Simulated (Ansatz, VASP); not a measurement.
Ga4P3N: VASP beside Ansatz

```xyz
8
Lattice="5.2140 0.0000 0.0000 0.0000 5.2140 0.0000 0.0000 0.0000 5.2140" Properties=species:S:1:pos:R:3 pbc="T T T"
N     0.0000    0.0000    0.0000
Ga    4.0265    4.0265    4.0265
Ga    1.1874    1.1874    4.0265
Ga    1.1874    4.0265    1.1874
Ga    4.0265    1.1874    1.1874
P     2.6070    2.6070    0.0000
P     2.6070    0.0000    2.6070
P     0.0000    2.6070    2.6070
```

Alike in both runs: task single point; functional PBE; k mesh 6 × 6 × 6; occupations fermi-dirac, width 0.02 eV; non-collinear spin, spin-orbit coupling.

```csv
,VASP,Ansatz
version,VASP 6.6.1,Ansatz 0.2.0
potentials or method,"VASP PAW PBE potentials, release 64 (N, Ga_d, P)","plane waves, PAW"
plane-wave cutoff (eV),520,420
valence electrons in the cell,72,72
```

VASP gave:

```
pressure (GPa)                     : 3.1
rms of the force components (eV/Å) : 0.009
net moment per atom (μB)           : 0.00
```

Q: Estimate Ansatz's values.

A: Pressure (GPa): 3.1; rms of the force components (eV/Å): 0.002; net moment per atom (μB): 0.00.
